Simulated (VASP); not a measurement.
ZnS, 4 atoms in the cell. It takes space group P6_3mc (No. 186, hexagonal). Conventional cell: a = 3.811 Å, b = 3.811 Å, c = 6.234 Å, α = 90.00°, β = 90.00°, γ = 120.00°. Within 3.1 Å of Zn (site symmetry 3m) lie 4 S at 2.31 to 2.40 Å. S (site symmetry 3m) has 4 Zn at 2.31 to 2.40 Å within 3.1 Å. 

```yaml
Program: VASP 6.6.1
Task: band structure
Functional: HSE03
Potentials_or_basis: VASP PAW PBE potentials, release 64 (Zn, S)
Cutoff: 520 eV
k_mesh: 6 × 6 × 4
Occupations: gaussian, width 0.02 eV
Spin: no spin polarisation
Grid_for_exact_exchange_PRECFOCK: Fast
Further_INCAR_settings: ALGO = Normal; EDIFF = 1e-07
Share_of_exact_exchange: 0.25
Screening_parameter: 0.3 1/Å
```

Potentials or basis: VASP PAW PBE potentials, release 64 (Zn, S).

Command:

```bash
$ cat potpaw_PBE.64/Zn/POTCAR potpaw_PBE.64/S/POTCAR > POTCAR
$ cp INCAR.step1 INCAR
$ mpirun -np 4 vasp_std > vasp.out
$ cp INCAR.step2 INCAR
$ mpirun -np 4 vasp_std > vasp.out
```

Hardware: 4 MPI ranks on AMD EPYC 7R13 Processor (Zen 3) (shared host).

Task: Estimate the wall time of this run.

Result: It took 110 min on 4 MPI ranks on AMD EPYC 7R13 Processor (Zen 3), on a shared host, peak memory 0.43 GiB a rank. Counts: k points 21.
